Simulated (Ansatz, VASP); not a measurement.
# TiN in VASP and in Ansatz

Contents of INCAR:

```
SYSTEM = TiN
ALGO = Normal ; EDIFF = 1E-6
ENCUT = 600 ; GGA = PS
GGA_COMPAT = .FALSE. ; ISIF = 2
ISMEAR = 0 ; LASPH = .TRUE.
LCHARG = .TRUE. ; LELF = .TRUE.
LREAL = .FALSE. ; LVHAR = .TRUE.
LWAVE = .FALSE. ; NBANDS = 16
NELM = 120 ; PREC = Accurate
SIGMA = 0.1
```

Contents of KPOINTS:

```
k-points
0
G
  18 18 18
  0 0 0
```

POSCAR

```
TiN
1.0
    0.0000000000      2.1190000000      2.1190000000
    2.1190000000      0.0000000000      2.1190000000
    2.1190000000      2.1190000000      0.0000000000
Ti N
1 1
Direct
    0.0000000000      0.0000000000      0.0000000000
    0.5000000000      0.5000000000      0.5000000000
```

Input for Ansatz:

```yaml
crystal:
  lattice:
    - [0.0, 2.119, 2.119]
    - [2.119, 0.0, 2.119]
    - [2.119, 2.119, 0.0]
  atoms:
    - { symbol: Ti, position: [0.0, 0.0, 0.0] }
    - { symbol: "N", position: [0.5, 0.5, 0.5] }
basis:
  ecutwfc: 420
kpoints:
  mp_grid: { grid: [18, 18, 18] }
hamiltonian:
  xc: pbesol
scf:
  occupations: { method: gaussian, width: 0.1 }
output:
  forces: true
  stress: true
  eigenvalues: true
  populations: true
```

Alike in both runs: task single point; functional PBEsol; k mesh 18 × 18 × 18; occupations gaussian, width 0.1 eV; no spin polarisation.

|  | VASP | Ansatz |
| --- | --- | --- |
| version | VASP 6.6.1 | Ansatz 0.2.0 |
| potentials or method | VASP PAW PBE potentials, release 64 (Ti_sv, N), cutoff 600 eV | scalar-relativistic, plane waves, PAW |
| valence electrons in the cell | 17 | 17 |

|  | VASP | Ansatz | Ansatz less VASP |
| --- | --- | --- | --- |
| gap on the k mesh at the Fermi level (eV) | none | none | - |
| pressure (GPa) | -6.6 | -6.9 | -0.32 |

VASP's potentials were made for PBE, not for PBEsol. A gap of «none» marks a metal or a gap that the smearing closes. The functional is the same, so the differences come from potentials, cutoffs and numerics.
